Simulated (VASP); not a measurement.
Runs of VASP 6.6.1 on La. The structure is that of space group Fm-3m (No. 225), or close to it. The cells are those of the table. 

| cell | gap on the mesh (eV) | pressure (GPa) |
| --- | --- | --- |
| a = 3.772 Å, angles 60.0°, 1 atom | none | -0.7 |
| a = 3.862 Å, angles 60.0°, 1 atom | none | -2.1 |
| a = 3.741 Å, angles 60.0°, 1 atom | none | -0.1 |
| a = 3.710 Å, angles 60.0°, 1 atom | none | (b) |
| a = 3.678 Å, angles 60.0°, 1 atom | none | 1.1 |
| a = 3.612 Å, angles 60.0°, 1 atom | none | 2.7 |
| a = 3.645 Å, angles 60.0°, 1 atom | none | 1.8 |
| a = 3.833 Å, angles 60.0°, 1 atom | none | (a) |
| a = 3.803 Å, angles 60.0°, 1 atom | none | -1.2 |

Alike in all rows: task single point; level PBE; potentials or basis VASP PAW PBE potentials, release 64 (La); no spin polarisation; k mesh 8 × 8 × 8; cutoff (eV) 520; smearing fermi-dirac 0.1 eV.

Task: Estimate the missing entries.

Result: (a) -1.7; (b) 0.5.

Caveats: spin-orbit coupling is left out, which moves the levels of the heavy elements.

A k mesh can miss the band edges, and the runs leave out spin-orbit coupling on La.

A gap of «none» marks levels without a gap at the run's occupations.
